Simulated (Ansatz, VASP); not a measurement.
## One calculation of SrO, two programs

```
CELL_PARAMETERS angstrom
0.00000 2.59737 2.59737
2.59737 0.00000 2.59737
2.59737 2.59737 0.00000
ATOMIC_POSITIONS crystal
Sr 0.00000 0.00000 0.00000
O 0.50000 0.50000 0.50000
```

Alike in both runs: functional PBE; k mesh 8 × 8 × 8; occupations gaussian, width 0.02 eV; no spin polarisation.

Ansatz relaxed the structure, and its values are those at the end. VASP's run is a single point on that final structure, the one shown.

|  | VASP | Ansatz |
| --- | --- | --- |
| version | VASP 6.6.1 | Ansatz 0.2.0 |
| potentials or method | VASP PAW PBE potentials, release 64 (Sr_sv, O), cutoff 600 eV | scalar-relativistic, plane waves, PAW |
| valence electrons in the cell | 16 | 16 |

|  | VASP | Ansatz | Ansatz less VASP |
| --- | --- | --- | --- |
| gap on the k mesh at the Fermi level (eV) | 3.28 | 3.33 | +0.045 |
| least direct gap on the mesh (eV) | 3.39 | 3.42 | +0.035 |
| pressure (GPa) | 0.4 | 0.0 | -0.42 |

The functional is the same, so the differences come from potentials, cutoffs and numerics.
